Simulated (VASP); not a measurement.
# ZnO (Pm-3m) in VASP: notebook

Aim: see how the results for ZnO move with the level of theory and the settings. Levels: PBE-based screened hybrid, HSE06. Tasks: single point.

Everything below comes from runs of VASP 6.6.1. Logs are shortened: lines on timing, memory, paths and dates and some standing lists are left out, and cuts for length are marked.

## 1. The cell of the first run

The structure is cubic, space group Pm-3m (No. 221). The conventional cell has a = 2.646 Å, b = 2.646 Å, c = 2.646 Å, α = 90.00°, β = 90.00°, γ = 90.00°. Within 3.0 Å of Zn (site symmetry m-3m) lie 8 O at 2.29 Å and 6 Zn at 2.65 Å. O (site symmetry m-3m) has 8 Zn at 2.29 Å and 6 O at 2.65 Å within 3.0 Å.

## 2. Single point, PBE-based screened hybrid

Input file POSCAR:

```
ZnO
1.0
    2.6461709590      0.0000000000      0.0000000000
    0.0000000000      2.6461709590      0.0000000000
    0.0000000000      0.0000000000      2.6461709590
Zn O
1 1
Direct
    0.0000000000      0.0000000000      0.0000000000
    0.5000000000      0.5000000000      0.5000000000
```

Input file INCAR.step1:

```
ALGO     = Normal         # electronic algorithm
EDIFF    = 1E-5           # SCF threshold, eV
ENCUT    = 520            # plane-wave cutoff, eV
GGA      = PE             # functional
GGA_COMPAT= False        
ISIF     = 2              # what is computed and relaxed
ISMEAR   = -1             # smearing method
LASPH    = True           # aspherical terms in the spheres
LCHARG   = False          # write CHGCAR
LREAL    = False          # projectors in reciprocal space
LWAVE    = True           # write WAVECAR
NBANDS   = 16             # bands
NELM     = 120            # most SCF steps
PREC     = Accurate       # precision mode
SIGMA    = 0.02           # smearing width, eV
```

Input file INCAR.step2:

```
AEXX     = 0.05           # exact-exchange fraction
ALGO     = Normal         # electronic algorithm
EDIFF    = 1E-6           # SCF threshold, eV
ENCUT    = 520            # plane-wave cutoff, eV
GGA      = PE             # functional
GGA_COMPAT= False        
HFSCREEN = 0.3            # screening, 1/A
ISIF     = 2              # what is computed and relaxed
ISMEAR   = -1             # smearing method
ISTART   = 1            
LASPH    = True           # aspherical terms in the spheres
LCHARG   = False          # write CHGCAR
LHFCALC  = True           # exact exchange
LREAL    = False          # projectors in reciprocal space
LWAVE    = False          # write WAVECAR
NBANDS   = 16             # bands
NELM     = 120            # most SCF steps
PREC     = Accurate       # precision mode
PRECFOCK = Normal       
SIGMA    = 0.02           # smearing width, eV
```

Input file KPOINTS:

```
k-points
0
Gamma
  4 4 4
```

Potentials or basis: VASP PAW PBE potentials, release 64 (Zn, O).

Started as:

```sh
> cat potpaw_PBE.64/Zn/POTCAR potpaw_PBE.64/O/POTCAR > POTCAR
> cp INCAR.step1 INCAR
> mpirun -np 1 vasp_std > vasp.out
> cp INCAR.step2 INCAR
> mpirun -np 1 vasp_std > vasp.out
```

OUTCAR:

```text
AEXX = 0.05
   EDIFF = 1E-6
   ENCUT = 520
   GGA = PE
   HFSCREEN = 0.3
   ISIF = 2
   ISMEAR = -1
   ISTART = 1
   LASPH = True
   LHFCALC = True
   LREAL = False
   NELM = 120
   PREC = Accurate
   PRECFOCK = Normal

 ion  position               nearest neighbor table
   1  0.000  0.000  0.000-   2 2.29   2 2.29   2 2.29   2 2.29   2 2.29   2 2.29   2 2.29   2 2.29

   2  0.500  0.500  0.500-   1 2.29   1 2.29   1 2.29   1 2.29   1 2.29   1 2.29   1 2.29   1 2.29

  LATTYP: Found a simple cubic cell.
 ALAT       =     2.6461709590

  Lattice vectors:

 A1 = (   2.6461709590,   0.0000000000,   0.0000000000)
 A2 = (   0.0000000000,   2.6461709590,   0.0000000000)
 A3 = (   0.0000000000,   0.0000000000,   2.6461709590)

Analysis of symmetry for initial positions (statically):
=====================================================================
 Subroutine PRICEL returns:
 Original cell was already a primitive cell.

 Routine SETGRP: Setting up the symmetry group for a
 simple cubic supercell.

 Subroutine GETGRP returns: Found 48 space group operations
 (whereof 48 operations were pure point group operations)
 out of a pool of 48 trial point group operations.

The static configuration has the point symmetry O_h .

Analysis of symmetry for dynamics (positions and initial velocities):
=====================================================================
 Subroutine PRICEL returns:
 Original cell was already a primitive cell.

 Routine SETGRP: Setting up the symmetry group for a
 simple cubic supercell.

 Subroutine GETGRP returns: Found 48 space group operations
 (whereof 48 operations were pure point group operations)
 out of a pool of 48 trial point group operations.

The dynamic configuration has the point symmetry O_h .

 Subroutine INISYM returns: Found 48 space group operations
 (whereof 48 operations are pure point group operations),
 and found     1 'primitive' translations

----------------------------------------------------------------------------------------

                                     Primitive cell

  volume of cell :      18.5291

  direct lattice vectors                    reciprocal lattice vectors
     2.646170959  0.000000000  0.000000000     0.377904533  0.000000000  0.000000000
     0.000000000  2.646170959  0.000000000     0.000000000  0.377904533  0.000000000
     0.000000000  0.000000000  2.646170959     0.000000000  0.000000000  0.377904533

  length of vectors
     2.646170959  2.646170959  2.646170959     0.377904533  0.377904533  0.377904533

  position of ions in fractional coordinates (direct lattice)
     0.000000000  0.000000000  0.000000000
     0.500000000  0.500000000  0.500000000

  ion indices of the primitive-cell ions
   primitive index   ion index
                 1           1
                 2           2

----------------------------------------------------------------------------------------

 KPOINTS: k-points

Automatic generation of k-mesh.
 Grid dimensions read from file:
 generate k-points for:    4    4    4

 Generating k-lattice:

  Cartesian coordinates                     Fractional coordinates (reciprocal lattice)
     0.094476133  0.000000000  0.000000000     0.250000000  0.000000000  0.000000000
     0.000000000  0.094476133  0.000000000     0.000000000  0.250000000  0.000000000
     0.000000000  0.000000000  0.094476133     0.000000000  0.000000000  0.250000000

  Length of vectors
     0.094476133  0.094476133  0.094476133

  Shift w.r.t. Gamma in fractional coordinates (k-lattice)
     0.000000000  0.000000000  0.000000000

 Subroutine IBZKPT returns following result:
 ===========================================

 Found     10 irreducible k-points:

 Following reciprocal coordinates:
            Coordinates               Weight
  0.000000  0.000000  0.000000      1.000000
  0.250000  0.000000  0.000000      6.000000
  0.500000  0.000000  0.000000      3.000000
  0.250000  0.250000  0.000000     12.000000
  0.500000  0.250000  0.000000     12.000000
  0.500000  0.500000  0.000000      3.000000
  0.250000  0.250000  0.250000      8.000000
  0.500000  0.250000  0.250000     12.000000
  0.500000  0.500000  0.250000      6.000000
  0.500000  0.500000  0.500000      1.000000
   k-points           NKPTS =     10   k-points in BZ     NKDIM =     64   number of bands    NBANDS=     16
   number of dos      NEDOS =    301   number of ions     NIONS =      2
   total plane-waves  NPLWV =   8000
   dimension x,y,z NGX =    20 NGY =   20 NGZ =   20
   dimension x,y,z NGXF=    40 NGYF=   40 NGZF=   40
   ions per type =               1   1
   NGX,Y,Z   is equivalent  to a cutoff of  12.57, 12.57, 12.57 a.u.
   NGXF,Y,Z  is equivalent  to a cutoff of  25.13, 25.13, 25.13 a.u.
 SYSTEM =  unknown system
   PREC   = accura    normal or accurate (medium, high low for compatibility)
   ISTART =      1    job   : 0-new  1-cont  2-samecut
   ICHARG =      0    charge: 1-file 2-atom 10-const
   ISPIN  =      1    spin polarized calculation?
   LNONCOLLINEAR =      F non collinear calculations
   LSORBIT =      F    spin-orbit coupling
   LASPH  =      T    aspherical Exc in radial PAW
   ENCUT  =  520.0 eV  38.22 Ry    6.18 a.u.   4.92  4.92  4.92*2*pi/ulx,y,z
   NELM   =    120;   NELMIN=  2; NELMDL=  0     # of ELM steps
   EDIFF  = 0.1E-05   stopping-criterion for ELM
   LREAL  =      F    real-space projection
   EDIFFG = 0.1E-04   stopping-criterion for IOM
   NSW    =      0    number of steps for IOM
   IBRION =     -1    ionic relax: 0-MD 1-quasi-New 2-CG
   NFREE  =      0    steps in history (QN), initial steepest desc. (CG)
   ISIF   =      2    stress and relaxation
   ISYM   =      3    0-nonsym 1-usesym 2-fastsym
   POTIM  = 0.5000    time-step for ionic-motion
   TEBEG  =    0.0;   TEEND  =   0.0 temperature during run
   PSTRESS=    0.0 pullay stress
   NELECT =      18.0000    total number of electrons
   NUPDOWN=      -1.0000    fix difference up-down
   EMIN   =  10.00;   EMAX   =-10.00  energy-range for DOS
   EFERMI =   0.00;   METHOD = LEGACY
   ISMEAR =    -1;   SIGMA  =   0.02  broadening in eV -4-tet -1-fermi 0-gaus
   EFERMI_NEDOS =   21; number of points for ismear=-14 and -15
   IALGO  =     38    algorithm
   IMIX   =      1    mixing-type and parameters
     AMIX     =   0.40;   BMIX     =  1.00
     AMIX_MAG =   1.60;   BMIX_MAG =  1.00
  volume/ion in A,a.u.               =       9.26        62.52
  Fermi-wavevector in a.u.,A,eV,Ry     =   1.621366  3.063938 35.767379  2.628828
  Thomas-Fermi vector in A             =   2.715154
   LORBIT       =      0    0 simple, 1 ext, 2 COOP (PROOUT), +10 PAW based schemes
   GGA     = PE    functional components
   LHFCALC =     T    Hartree Fock is set to
   PRECFOCK=normal    Normal, Fast or Accurate (Low or Medium for compatibility)
   ENCUT4O =  -1.0   cutoff for four orbital integrals eV
   NKREDX  =     1    reduce k-point grid by
   NKREDY  =     1    reduce k-point grid by
   NKREDZ  =     1    reduce k-point grid by
   AEXX    =    0.0500 exact exchange contribution
   HFSCREEN=    0.3000 screening length (either q_TF or 0.3 A-1)
   HFSCREENC=   0.3000 screening length for correlation (either q_TF or 0.3 A-1)
   ENCUTFOCK=  -1.0 apply spherical cutoff to Coloumb kernel
   IVDW    =     0    specifies the selected vdW correction
   LEPSILON=     F    determine dielectric tensor
   LRPA    =     F    only Hartree local field effects (RPA)
 non-spin polarized calculation
  energy-cutoff  :      520.00
  volume of cell :       18.53
 maximum number of plane-waves:       507
 NGX is ok and might be reduce to    20
  NGX = 16; NGY = 16; NGZ = 16

 number of electron      18.0000025 magnetization

 Free energy of the ion-electron system (eV)
  ---------------------------------------------------
  ext. energy  EPLUGINS =         0.00000000
  ---------------------------------------------------
  free energy    TOTEN  =        -7.79103904 eV

  energy without entropy =       -7.78924143  energy(sigma->0) =       -7.79014023

 E-fermi :   3.4628     XC(G=0): -12.3218

 val. band max:        3.4298514226   @ k =   0.5000   0.0000   0.0000
 cond. band min:       6.1786490229   @ k =   0.2500   0.0000   0.0000
 fundamental gap:      2.7487976003
 Fermi energy:         3.4628347294

 k-point     1 :       0.0000    0.0000    0.0000
  band No.  band energies     occupation
      1     -15.7550      2.00000
      2      -3.4280      2.00000
      3      -3.4280      2.00000
      4      -2.2483      2.00000
      5      -2.2483      2.00000
      6      -2.2483      2.00000
[... 8 lines left out ...]
     15      21.8368      0.00000
     16      36.5364      0.00000

 k-point     2 :       0.2500    0.0000    0.0000
  band No.  band energies     occupation
      1     -15.1407      2.00000
      2      -3.6840      2.00000
      3      -3.3533      2.00000
      4      -2.6026      2.00000
      5      -2.6026      2.00000
      6      -2.2294      2.00000
[... 8 lines left out ...]
     15      26.2169      0.00000
     16      28.5140      0.00000

 k-point     3 :       0.5000    0.0000    0.0000
  band No.  band energies     occupation
      1     -14.3737      2.00000
      2      -5.0832      2.00000
      3      -3.2777      2.00000
      4      -2.8991      2.00000
      5      -2.8991      2.00000
      6      -2.2104      2.00000
[... 8 lines left out ...]
     15      23.7777      0.00000
     16      32.1976      0.00000

 k-point     4 :       0.2500    0.2500    0.0000
  band No.  band energies     occupation
      1     -14.6256      2.00000
      2      -3.5858      2.00000
      3      -3.0974      2.00000
      4      -2.8259      2.00000
      5      -2.5834      2.00000
      6      -2.3984      2.00000
[... 8 lines left out ...]
     15      27.2333      0.00000
     16      29.2676      0.00000

 k-point     5 :       0.5000    0.2500    0.0000
  band No.  band energies     occupation
      1     -14.0108      2.00000
      2      -4.1060      2.00000
      3      -2.9922      2.00000
      4      -2.8861      2.00000
      5      -2.7292      2.00000
      6      -2.3833      2.00000
[... 8 lines left out ...]
     15      28.8003      0.00000
     16      29.1442      0.00000

 k-point     6 :       0.5000    0.5000    0.0000
  band No.  band energies     occupation
      1     -13.6004      2.00000
      2      -3.1212      2.00000
      3      -2.5501      2.00000
      4      -2.5501      2.00000
      5      -2.4402      2.00000
      6      -1.9541      2.00000
[... 8 lines left out ...]
     15      27.3300      0.00000
     16      27.3300      0.00000

 k-point     7 :       0.2500    0.2500    0.2500
  band No.  band energies     occupation
      1     -14.1606      2.00000
      2      -3.2584      2.00000
      3      -3.2584      2.00000
      4      -2.6641      2.00000
      5      -2.6641      2.00000
      6      -2.4782      2.00000
[... 8 lines left out ...]
     15      24.4599      0.00000
     16      30.2620      0.00000

 k-point     8 :       0.5000    0.2500    0.2500
  band No.  band energies     occupation
      1     -13.6142      2.00000
      2      -3.7369      2.00000
      3      -3.5096      2.00000
      4      -2.7094      2.00000
      5      -2.5312      2.00000
      6      -2.4022      2.00000
[... 8 lines left out ...]
     15      24.1162      0.00000
     16      27.7989      0.00000

 k-point     9 :       0.5000    0.5000    0.2500
  band No.  band energies     occupation
      1     -13.1570      2.00000
      2      -3.6888      2.00000
      3      -3.6888      2.00000
      4      -3.2263      2.00000
      5      -2.5408      2.00000
      6      -1.9437      2.00000
[... 8 lines left out ...]
     15      25.5586      0.00000
     16      25.5586      0.00000

 k-point    10 :       0.5000    0.5000    0.5000
  band No.  band energies     occupation
      1     -12.6293      2.00000
      2      -4.1811      2.00000
      3      -4.1811      2.00000
      4      -4.1811      2.00000
      5      -1.9333      2.00000
      6      -1.9333      2.00000
[... 8 lines left out ...]
     15      25.1897      0.00000
     16      25.1897      0.00000

------------------------ aborting loop because EDIFF is reached ----------------------------------------

  FORCE on cell =-STRESS in cart. coord.  units (eV):
  Direction    XX          YY          ZZ          XY          YZ          ZX
  --------------------------------------------------------------------------------------
  -------------------------------------------------------------------------------------
  Total        1.0144373      1.0144373      1.0144373      0.0000000     -0.0000000      0.0000000
  in kB       87.7166593     87.7166593     87.7166593      0.0000000     -0.0000000      0.0000000
  external PRESSURE =      87.7166593 kB  Pullay stress =       0.0000000 kB

 VOLUME and BASIS-vectors are now :
 -----------------------------------------------------------------------------
  energy-cutoff  :      520.00
  volume of cell :       18.53
      direct lattice vectors                 reciprocal lattice vectors
     2.646170959  0.000000000  0.000000000     0.377904533  0.000000000  0.000000000
     0.000000000  2.646170959  0.000000000     0.000000000  0.377904533  0.000000000
     0.000000000  0.000000000  2.646170959     0.000000000  0.000000000  0.377904533

 POSITION                                       TOTAL-FORCE (eV/Angst)
 -----------------------------------------------------------------------------------
      0.00000      0.00000      0.00000         0.000000      0.000000      0.000000
      1.32309      1.32309      1.32309         0.000000      0.000000      0.000000
 -----------------------------------------------------------------------------------
    total drift:                               -0.000004     -0.000003     -0.000003

  FREE ENERGIE OF THE ION-ELECTRON SYSTEM (eV)
  ---------------------------------------------------
  free  energy   TOTEN  =        -7.7910390374 eV

  energy  without entropy=       -7.7892414319  energy(sigma->0) =       -7.79014023
```

Wall time 61 s (1 thread of Intel Xeon 6975P-C (Granite Rapids), shared host); peak memory 0.23 GiB.

What came out:

```yaml
Free_energy: -7.7910 eV
Pressure: 8.8 GPa
Band_gap_on_the_k_mesh: zero (band 9 reaches 3.43 eV, above the bottom of band 10 at 3.02 eV)
```

Caveat: the k points lie up to 0.59 Å⁻¹ apart; the PAW data sets were made with another functional, which shifts forces and pressure a little.

## 3. Single point, HSE06

POSCAR is that of step 2.

Input file INCAR.step1:

```
SYSTEM = ZnO
PREC = Accurate
ENCUT = 520
EDIFF = 1E-5
ISMEAR = 0
SIGMA = 0.5
LREAL = .FALSE.
LASPH = .TRUE.
NELM = 120
ALGO = Normal
ISIF = 2
LWAVE = .TRUE.
LCHARG = .FALSE.
NBANDS = 16
GGA = PE
GGA_COMPAT = .FALSE.
```

Input file INCAR.step2:

```
SYSTEM = ZnO
PREC = Accurate
ENCUT = 520
EDIFF = 1E-6
ISMEAR = 0
SIGMA = 0.5
LREAL = .FALSE.
LASPH = .TRUE.
NELM = 120
ALGO = Normal
ISIF = 2
LWAVE = .FALSE.
LCHARG = .FALSE.
GGA = PE
LHFCALC = .TRUE.
HFSCREEN = 0.2079
PRECFOCK = Normal
NBANDS = 16
ISTART = 1
GGA_COMPAT = .FALSE.
```

Input file KPOINTS:

```
Automatic mesh
0
G
  4 4 4
  0 0 0
```

Potentials or basis: VASP PAW PBE potentials, release 64 (Zn, O).

Started as:

```sh
> cat potpaw_PBE.64/Zn/POTCAR potpaw_PBE.64/O/POTCAR > POTCAR
> cp INCAR.step1 INCAR
> mpirun -np 1 vasp_std > vasp.out
> cp INCAR.step2 INCAR
> mpirun -np 1 vasp_std > vasp.out
```

OUTCAR:

```text
SYSTEM = ZnO
   PREC = Accurate
   ENCUT = 520
   EDIFF = 1E-6
   ISMEAR = 0
   LREAL = .FALSE.
   LASPH = .TRUE.
   NELM = 120
   ISIF = 2
   GGA = PE
   LHFCALC = .TRUE.
   HFSCREEN = 0.2079
   PRECFOCK = Normal
   ISTART = 1

 ion  position               nearest neighbor table
   1  0.000  0.000  0.000-   2 2.29   2 2.29   2 2.29   2 2.29   2 2.29   2 2.29   2 2.29   2 2.29

   2  0.500  0.500  0.500-   1 2.29   1 2.29   1 2.29   1 2.29   1 2.29   1 2.29   1 2.29   1 2.29

  LATTYP: Found a simple cubic cell.
[... 374 lines left out ...]

  FORCE on cell =-STRESS in cart. coord.  units (eV):
  Direction    XX          YY          ZZ          XY          YZ          ZX
  --------------------------------------------------------------------------------------
  -------------------------------------------------------------------------------------
  Total        0.2126492      0.2126492      0.2126492      0.0000000      0.0000000     -0.0000000
  in kB       18.3874101     18.3874101     18.3874101      0.0000000      0.0000000     -0.0000000
  external PRESSURE =      18.3874101 kB  Pullay stress =       0.0000000 kB

 VOLUME and BASIS-vectors are now :
 -----------------------------------------------------------------------------
  energy-cutoff  :      520.00
  volume of cell :       18.53
      direct lattice vectors                 reciprocal lattice vectors
     2.646170959  0.000000000  0.000000000     0.377904533  0.000000000  0.000000000
     0.000000000  2.646170959  0.000000000     0.000000000  0.377904533  0.000000000
     0.000000000  0.000000000  2.646170959     0.000000000  0.000000000  0.377904533

 POSITION                                       TOTAL-FORCE (eV/Angst)
 -----------------------------------------------------------------------------------
      0.00000      0.00000      0.00000         0.000000      0.000000      0.000000
      1.32309      1.32309      1.32309         0.000000      0.000000      0.000000
 -----------------------------------------------------------------------------------
    total drift:                                0.000001      0.000001      0.000001

  FREE ENERGIE OF THE ION-ELECTRON SYSTEM (eV)
  ---------------------------------------------------
  free  energy   TOTEN  =        -9.7413676956 eV

  energy  without entropy=       -9.7260199626  energy(sigma->0) =       -9.73369383
```

OSZICAR.step1:

```text
N       E                     dE             d eps       ncg     rms          rms(c)
DAV:   1     0.847885571036E+02    0.84789E+02   -0.99816E+03   344   0.175E+03
DAV:   2    -0.547304814791E+01   -0.90262E+02   -0.82028E+02   368   0.295E+02
DAV:   3    -0.918896613118E+01   -0.37159E+01   -0.37011E+01   320   0.581E+01
DAV:   4    -0.920368650430E+01   -0.14720E-01   -0.14720E-01   392   0.375E+00
DAV:   5    -0.920372172155E+01   -0.35217E-04   -0.35217E-04   352   0.175E-01    0.872E+00
DAV:   6    -0.746955936283E+01    0.17342E+01   -0.30329E+00   400   0.597E+01    0.617E+00
DAV:   7    -0.744690926069E+01    0.22650E-01   -0.58931E-01   328   0.115E+01    0.320E+00
DAV:   8    -0.741959256747E+01    0.27317E-01   -0.72365E-02   344   0.240E+00    0.655E-01
DAV:   9    -0.741665327566E+01    0.29393E-02   -0.35223E-03   448   0.115E+00    0.942E-02
DAV:  10    -0.741667089321E+01   -0.17618E-04   -0.64433E-04   336   0.230E-01    0.512E-02
DAV:  11    -0.741668558712E+01   -0.14694E-04   -0.28204E-05   360   0.592E-02    0.473E-03
DAV:  12    -0.741668512874E+01    0.45838E-06   -0.15267E-06   232   0.136E-02
   1 F= -.74166851E+01 E0= -.74048087E+01  d E =-.237529E-01
```

Run time: 76 s. Hardware: 1 thread of Intel Xeon 6975P-C (Granite Rapids), shared host; peak memory 0.23 GiB.

Results:

- Free energy: -9.7414 eV
- Pressure: 1.8 GPa
- Band gap on the k mesh: 0.77 eV, indirect (least direct gap 2.10 eV)

Caveat: the k points lie up to 0.59 Å⁻¹ apart; the PAW data sets were made with another functional, which shifts forces and pressure a little.
